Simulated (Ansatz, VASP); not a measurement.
Two plane-wave programs on Ag

```xyz
2
Lattice="2.9300 0.0000 0.0000 -1.4650 2.5375 0.0000 0.0000 0.0000 4.7900" Properties=species:S:1:pos:R:3 pbc="T T T"
Ag    0.0000    1.6916    1.1975
Ag    1.4650    0.8458    3.5925
```

Alike in both runs: task single point; functional PBE; dispersion D3(BJ); k mesh 6 × 6 × 4; occupations gaussian, width 0.1 eV; no spin polarisation.

|  | VASP | Ansatz |
| --- | --- | --- |
| version | VASP 6.6.1 | Ansatz 0.2.0 |
| potentials or method | VASP PAW PBE potentials, release 64 (Ag), cutoff 500 eV | scalar-relativistic, plane waves, PAW |
| valence electrons in the cell | 22 | 38 |

|  | VASP | Ansatz | Ansatz less VASP |
| --- | --- | --- | --- |
| gap on the k mesh at the Fermi level (eV) | none | none | - |
| pressure (GPa) | -4.3 | -4.2 | +0.09 |
| traceless stress, the component that is largest in VASP (GPa) | -1.92 | -1.91 | +0.005 |

A gap of «none» marks a metal or a gap that the smearing closes. VASP's potentials hold 22 valence electrons a cell and Ansatz's 38, so a difference there can come from the potentials and not from the codes.

The k mesh is coarse, so the values compare programs but aren't converged.
